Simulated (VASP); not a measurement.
# TiC (Fm-3m) in VASP: further runs

The runs below take TiC through single point, with PBE.

All numbers are computed with VASP 6.6.1; they aren't measurements. Logs are shortened: lines on timing, memory, paths and dates and some standing lists are left out, and cuts for length are marked.

**1. The cell of the first run**

The structure is cubic, space group Fm-3m (No. 225). The conventional cell has a = 4.331 Å, b = 4.331 Å, c = 4.331 Å, α = 90.00°, β = 90.00°, γ = 90.00°. Ti (site symmetry m-3m) has 6 C at 2.17 Å within 2.9 Å. C (site symmetry m-3m) has 6 Ti at 2.17 Å within 2.9 Å.

**2. Single point, PBE**

Contents of INCAR:

```
PREC = Accurate
ENCUT = 520
EDIFF = 1E-6
ISMEAR = 0
SIGMA = 0.024
LREAL = False
LASPH = True
NELM = 60
ALGO = Normal
ISIF = 2
LWAVE = False
LCHARG = True
GGA = PE
LELF = True
LVHAR = True
NBANDS = 15
```

Contents of KPOINTS:

```
Automatic mesh
0
Gamma
  11 11 11
```

Contents of POSCAR:

```
TiC
1.0
    0.0000000000      2.1657188437      2.1657188437
    2.1657188437      0.0000000000      2.1657188437
    2.1657188437      2.1657188437      0.0000000000
Ti C
1 1
Direct
    0.0000000000      0.0000000000      0.0000000000
    0.5000000000      0.5000000000      0.5000000000
```

Potentials or basis: VASP PAW PBE potentials, release 64 (Ti_sv, C).

Command:

```
$ cat potpaw_PBE.64/Ti_sv/POTCAR potpaw_PBE.64/C/POTCAR > POTCAR
$ mpirun -np 1 vasp_std > vasp.out
```

OUTCAR:

```text
PREC = Accurate
   ENCUT = 520
   EDIFF = 1E-6
   ISMEAR = 0
   LREAL = False
   LASPH = True
   NELM = 60
   ISIF = 2
   GGA = PE

 ion  position               nearest neighbor table
   1  0.000  0.000  0.000-   2 2.17   2 2.17   2 2.17   2 2.17   2 2.17   2 2.17
   2  0.500  0.500  0.500-   1 2.17   1 2.17   1 2.17   1 2.17   1 2.17   1 2.17

  LATTYP: Found a face centered cubic cell.
 ALAT       =     4.3314376874

  Lattice vectors:

 A1 = (   0.0000000000,   2.1657188437,   2.1657188437)
 A2 = (   2.1657188437,   0.0000000000,   2.1657188437)
 A3 = (   2.1657188437,   2.1657188437,   0.0000000000)

Analysis of symmetry for initial positions (statically):
=====================================================================
 Subroutine PRICEL returns:
 Original cell was already a primitive cell.

 Routine SETGRP: Setting up the symmetry group for a
 face centered cubic supercell.

 Subroutine GETGRP returns: Found 48 space group operations
[... 9 lines left out ...]

 Routine SETGRP: Setting up the symmetry group for a
 face centered cubic supercell.

 Subroutine GETGRP returns: Found 48 space group operations
[... 11 lines left out ...]
                                     Primitive cell

  volume of cell :      20.3159

  direct lattice vectors                    reciprocal lattice vectors
     0.000000000  2.165718844  2.165718844    -0.230870227  0.230870227  0.230870227
     2.165718844  0.000000000  2.165718844     0.230870227 -0.230870227  0.230870227
     2.165718844  2.165718844  0.000000000     0.230870227  0.230870227 -0.230870227

  length of vectors
     3.062788961  3.062788961  3.062788961     0.399878962  0.399878962  0.399878962

  position of ions in fractional coordinates (direct lattice)
[... 8 lines left out ...]
----------------------------------------------------------------------------------------

 KPOINTS: Automatic mesh

Automatic generation of k-mesh.
 Grid dimensions read from file:
 generate k-points for:   11   11   11

 Generating k-lattice:

  Cartesian coordinates                     Fractional coordinates (reciprocal lattice)
    -0.020988202  0.020988202  0.020988202     0.090909091  0.000000000  0.000000000
     0.020988202 -0.020988202  0.020988202     0.000000000  0.090909091  0.000000000
     0.020988202  0.020988202 -0.020988202     0.000000000  0.000000000  0.090909091

  Length of vectors
     0.036352633  0.036352633  0.036352633

  Shift w.r.t. Gamma in fractional coordinates (k-lattice)
     0.000000000  0.000000000  0.000000000

 Subroutine IBZKPT returns following result:
 ===========================================

 Found     56 irreducible k-points:

 Following reciprocal coordinates:
            Coordinates               Weight
  0.000000  0.000000  0.000000      1.000000
  0.090909  0.000000  0.000000      8.000000
  0.181818  0.000000  0.000000      8.000000
  0.272727  0.000000  0.000000      8.000000
  0.363636  0.000000  0.000000      8.000000
  0.454545  0.000000  0.000000      8.000000
[... 16 lines left out ...]
 -0.272727  0.181818  0.000000     24.000000
 -0.181818  0.181818  0.000000     12.000000
 [... further k-points ...]
   k-points           NKPTS =     56   k-points in BZ     NKDIM =     56   number of bands    NBANDS=     15
   number of dos      NEDOS =    301   number of ions     NIONS =      2
   total plane-waves  NPLWV =  13824
   dimension x,y,z NGX =    24 NGY =   24 NGZ =   24
   dimension x,y,z NGXF=    48 NGYF=   48 NGZF=   48
   ions per type =               1   1
   NGX,Y,Z   is equivalent  to a cutoff of  13.03, 13.03, 13.03 a.u.
   NGXF,Y,Z  is equivalent  to a cutoff of  26.05, 26.05, 26.05 a.u.
 SYSTEM =  unknown system
   PREC   = accura    normal or accurate (medium, high low for compatibility)
   ISTART =      0    job   : 0-new  1-cont  2-samecut
   ICHARG =      2    charge: 1-file 2-atom 10-const
   ISPIN  =      1    spin polarized calculation?
   LNONCOLLINEAR =      F non collinear calculations
   LSORBIT =      F    spin-orbit coupling
   LASPH  =      T    aspherical Exc in radial PAW
   ENCUT  =  520.0 eV  38.22 Ry    6.18 a.u.   5.69  5.69  5.69*2*pi/ulx,y,z
   NELM   =     60;   NELMIN=  2; NELMDL= -5     # of ELM steps
   EDIFF  = 0.1E-05   stopping-criterion for ELM
   LREAL  =      F    real-space projection
   EDIFFG = 0.1E-04   stopping-criterion for IOM
   NSW    =      0    number of steps for IOM
   IBRION =     -1    ionic relax: 0-MD 1-quasi-New 2-CG
   NFREE  =      0    steps in history (QN), initial steepest desc. (CG)
   ISIF   =      2    stress and relaxation
   ISYM   =      2    0-nonsym 1-usesym 2-fastsym
   POTIM  = 0.5000    time-step for ionic-motion
   TEBEG  =    0.0;   TEEND  =   0.0 temperature during run
   PSTRESS=    0.0 pullay stress
   NELECT =      16.0000    total number of electrons
   NUPDOWN=      -1.0000    fix difference up-down
   EMIN   =  10.00;   EMAX   =-10.00  energy-range for DOS
   EFERMI =   0.00;   METHOD = LEGACY
   ISMEAR =     0;   SIGMA  =   0.02  broadening in eV -4-tet -1-fermi 0-gaus
   EFERMI_NEDOS =   21; number of points for ismear=-14 and -15
   IALGO  =     38    algorithm
   IMIX   =      4    mixing-type and parameters
     AMIX     =   0.40;   BMIX     =  1.00
     AMIX_MAG =   1.60;   BMIX_MAG =  1.00
  volume/ion in A,a.u.               =      10.16        68.55
  Fermi-wavevector in a.u.,A,eV,Ry     =   1.511829  2.856943 31.097854  2.285628
  Thomas-Fermi vector in A             =   2.621834
   LORBIT       =      0    0 simple, 1 ext, 2 COOP (PROOUT), +10 PAW based schemes
   GGA     = PE    functional components
   LHFCALC =     F    Hartree Fock is set to
   AEXX    =    0.0000 exact exchange contribution
   IVDW    =     0    specifies the selected vdW correction
   LEPSILON=     F    determine dielectric tensor
   LRPA    =     F    only Hartree local field effects (RPA)
 non-spin polarized calculation
 Gauss-broadening in eV      SIGMA  =   0.02
  energy-cutoff  :      520.00
  volume of cell :       20.32
 maximum number of plane-waves:       560
   NGX = 11   NGY = 11   NGZ = 11

 number of electron      16.0000000 magnetization

 Free energy of the ion-electron system (eV)
  ---------------------------------------------------
  ext. energy  EPLUGINS =         0.00000000
  ---------------------------------------------------
  free energy    TOTEN  =       -18.70888638 eV

  energy without entropy =      -18.70862103  energy(sigma->0) =      -18.70875370

 E-fermi :   9.5521     XC(G=0): -12.6980

 val. band max:        9.3402498370   @ k =   0.4545   0.4545   0.0000
 cond. band min:       9.5670143921   @ k =   0.0909   0.0000   0.0000
 fundamental gap:      0.2267645551
 Fermi energy:         9.5520747859

 k-point     1 :       0.0000    0.0000    0.0000
  band No.  band energies     occupation
      1     -47.1786      2.00000
      2     -23.2026      2.00000
      3     -23.2026      2.00000
      4     -23.2026      2.00000
      5      -2.9843      2.00000
      6      10.1047      0.00000
      7      10.1047      0.00000
      8      10.1047      0.00000
      9      11.0901      0.00000
     10      11.0901      0.00000
     11      11.0901      0.00000
     12      11.1238      0.00000
     13      11.1238      0.00000
     14      19.8949      0.00000
     15      23.4448      0.00000

 k-point     2 :       0.0909    0.0000    0.0000
  band No.  band energies     occupation
      1     -47.1729      2.00000
      2     -23.2434      2.00000
      3     -23.2065      2.00000
      4     -23.2065      2.00000
      5      -2.7982      2.00000
      6       9.2908      2.00000
      7       9.5670      0.37868
      8       9.5670      0.37866
      9      10.4297      0.00000
     10      10.4297      0.00000
     11      11.4839      0.00000
     12      12.5920      0.00000
     13      12.5920      0.00000
     14      20.2171      0.00000
     15      23.5007      0.00000

 k-point     3 :       0.1818    0.0000    0.0000
  band No.  band energies     occupation
      1     -47.1575      2.00000
      2     -23.3515      2.00000
      3     -23.2167      2.00000
      4     -23.2167      2.00000
      5      -2.2644      2.00000
      6       7.8518      2.00000
      7       8.4332      2.00000
      8       8.4332      2.00000
      9      10.7729      0.00000
     10      10.7729      0.00000
     11      11.9187      0.00000
     12      14.1403      0.00000
     13      14.1403      0.00000
     14      20.7416      0.00000
     15      23.4751      0.00000

 k-point     4 :       0.2727    0.0000    0.0000
  band No.  band energies     occupation
      1     -47.1372      2.00000
      2     -23.4903      2.00000
      3     -23.2301      2.00000
      4     -23.2301      2.00000
      5      -1.4531      2.00000
      6       6.2913      2.00000
      7       7.5147      2.00000
      8       7.5147      2.00000
      9      11.3216      0.00000
     10      11.3216      0.00000
     11      12.3562      0.00000
     12      15.5914      0.00000
     13      15.5914      0.00000
     14      20.2351      0.00000
     15      24.0274      0.00000
[... 307 lines left out ...]
 k-point    22 :      -0.3636    0.1818    0.0000
  band No.  band energies     occupation
      1     -47.1006      2.00000
      2     -23.6206      2.00000
      3     -23.3591      2.00000
      4     -23.2619      2.00000
      5       0.0988      2.00000
      6       4.4597      2.00000
      7       6.5629      2.00000
      8       6.7599      2.00000
      9      11.9608      0.00000
     10      12.3071      0.00000
     11      13.2246      0.00000
     12      15.4579      0.00000
     13      17.2340      0.00000
     14      19.7830      0.00000
     15      23.4486      0.00000

 k-point    23 :      -0.2727    0.1818    0.0000
  band No.  band energies     occupation
      1     -47.1131      2.00000
      2     -23.5549      2.00000
      3     -23.3483      2.00000
      4     -23.2404      2.00000
      5      -0.5229      2.00000
      6       5.1897      2.00000
      7       6.8825      2.00000
      8       6.9323      2.00000
      9      11.4246      0.00000
     10      12.3707      0.00000
     11      13.1815      0.00000
     12      14.5335      0.00000
     13      17.3199      0.00000
     14      20.4792      0.00000
     15      23.0240      0.00000

 k-point    24 :      -0.1818    0.1818    0.0000
  band No.  band energies     occupation
      1     -47.1304      2.00000
      2     -23.4741      2.00000
      3     -23.3095      2.00000
      4     -23.2224      2.00000
      5      -1.2646      2.00000
      6       6.1674      2.00000
      7       7.2483      2.00000
      8       7.4806      2.00000
      9      10.9575      0.00000
     10      12.0617      0.00000
     11      12.9815      0.00000
     12      13.7698      0.00000
     13      16.6608      0.00000
     14      21.1958      0.00000
     15      22.8988      0.00000

 [... further k-points ...]
[... 5 lines left out ...]
  --------------------------------------------------------------------------------------
  -------------------------------------------------------------------------------------
  Total        0.0626146      0.0626146      0.0626146     -0.0000000     -0.0000000      0.0000000
  in kB        4.9379881      4.9379881      4.9379881     -0.0000000     -0.0000000      0.0000000
  external PRESSURE =       4.9379881 kB  Pullay stress =       0.0000000 kB

 VOLUME and BASIS-vectors are now :
 -----------------------------------------------------------------------------
  energy-cutoff  :      520.00
  volume of cell :       20.32
      direct lattice vectors                 reciprocal lattice vectors
     0.000000000  2.165718844  2.165718844    -0.230870227  0.230870227  0.230870227
     2.165718844  0.000000000  2.165718844     0.230870227 -0.230870227  0.230870227
     2.165718844  2.165718844  0.000000000     0.230870227  0.230870227 -0.230870227

 POSITION                                       TOTAL-FORCE (eV/Angst)
 -----------------------------------------------------------------------------------
      0.00000      0.00000      0.00000        -0.000000     -0.000000     -0.000000
      2.16572      2.16572      2.16572         0.000000      0.000000      0.000000
 -----------------------------------------------------------------------------------
    total drift:                                0.000000     -0.000000     -0.000000

  FREE ENERGIE OF THE ION-ELECTRON SYSTEM (eV)
  ---------------------------------------------------
  free  energy   TOTEN  =       -18.7088863760 eV

  energy  without entropy=      -18.7086210266  energy(sigma->0) =      -18.70875370
```

It took 38 s on 1 thread of AMD EPYC 7R13, shared host; peak memory 0.12 GiB.

What came out:

```
Free energy            : -18.7089 eV
Pressure               : 0.5 GPa
Band gap on the k mesh : zero (band 8 reaches 10.10 eV, above the bottom of band 9 at 9.00 eV)
```

Levels at points of the mesh, in eV from the Fermi level:
| k point | band 5 | band 6 | band 7 | band 8 | band 9 | band 10 | band 11 | band 12 |
| --- | --- | --- | --- | --- | --- | --- | --- | --- |
| (0.00, 0.00, 0.00) | -12.54 | 0.55 | 0.55 | 0.55 | 1.54 | 1.54 | 1.54 | 1.57 |

**3. Single point, PBE**

Contents of INCAR:

```
PREC = Accurate
ENCUT = 520
EDIFF = 1E-6
ISMEAR = 0
SIGMA = 0.025
LREAL = False
LASPH = True
NELM = 60
ALGO = Normal
ISIF = 2
LWAVE = False
LCHARG = False
GGA = PE
NBANDS = 15
```

KPOINTS is that of step 2.

POSCAR is that of step 2.

Potentials or basis: VASP PAW PBE potentials, release 64 (Ti_sv, C).

Command:

```
$ cat potpaw_PBE.64/Ti_sv/POTCAR potpaw_PBE.64/C/POTCAR > POTCAR
$ mpirun -np 1 vasp_std > vasp.out
```

It took 42 s on 1 thread of AMD EPYC 7R13, shared host; peak memory 0.12 GiB.

The run converged. Its results:

```yaml
Free_energy: -18.7089 eV
Pressure: 0.5 GPa
Band_gap_on_the_k_mesh: zero (band 8 reaches 10.10 eV, above the bottom of band 9 at 9.00 eV)
```

Levels at points of the mesh, in eV from the Fermi level:
```
           k point  band 6  band 7  band 8  band 9  band 10  band 11
(0.00, 0.00, 0.00)    0.55    0.55    0.55    1.54     1.54     1.54
```

**4. Single point, PBE**

Contents of INCAR:

```
  PREC = Accurate
  ENCUT = 520
  EDIFF = 1E-6
  ISMEAR = 0
  SIGMA = 0.026000000000000002
  LREAL = F
  LASPH = T
  NELM = 100
  ALGO = Normal
  ISIF = 2
  LWAVE = F
  LCHARG = T
  GGA = PE
  LELF = T
  LVHAR = T
  NBANDS = 15
```

KPOINTS is that of step 3.

POSCAR is that of step 3.

Command:

```
$ cat potpaw_PBE.64/Ti_sv/POTCAR potpaw_PBE.64/C/POTCAR > POTCAR
$ mpirun -np 1 vasp_std > vasp.out
```

Wall time 44 s (1 thread of AMD EPYC 7R13, shared host); peak memory 0.12 GiB.

It converged, with:

* Free energy: -18.7089 eV
* Pressure: 0.5 GPa
* Band gap on the k mesh: zero (band 8 reaches 10.10 eV, above the bottom of band 9 at 9.00 eV)

Levels at points of the mesh, in eV from the Fermi level:
| k point | band 4 | band 5 | band 6 | band 7 | band 8 | band 9 | band 10 | band 11 | band 12 | band 13 |
| --- | --- | --- | --- | --- | --- | --- | --- | --- | --- | --- |
| (0.00, 0.00, 0.00) | -32.75 | -12.53 | 0.55 | 0.55 | 0.55 | 1.54 | 1.54 | 1.54 | 1.57 | 1.57 |

**5. Summary**

| smearing | gap on the mesh (eV) | pressure (GPa) |
| --- | --- | --- |
| gaussian 0.024 eV | none | 0.5 |
| gaussian 0.025 eV | none | 0.5 |
| gaussian 0.026 eV | none | 0.5 |

Alike in all rows: task single point; level PBE; potentials or basis VASP PAW PBE potentials, release 64 (Ti_sv, C); no spin polarisation; cell as given; k mesh 11 × 11 × 11; cutoff (eV) 520.

Every run on the cell as given and a fine mesh finds a metal.

Absolute energies hang on the potentials; compare differences alone.
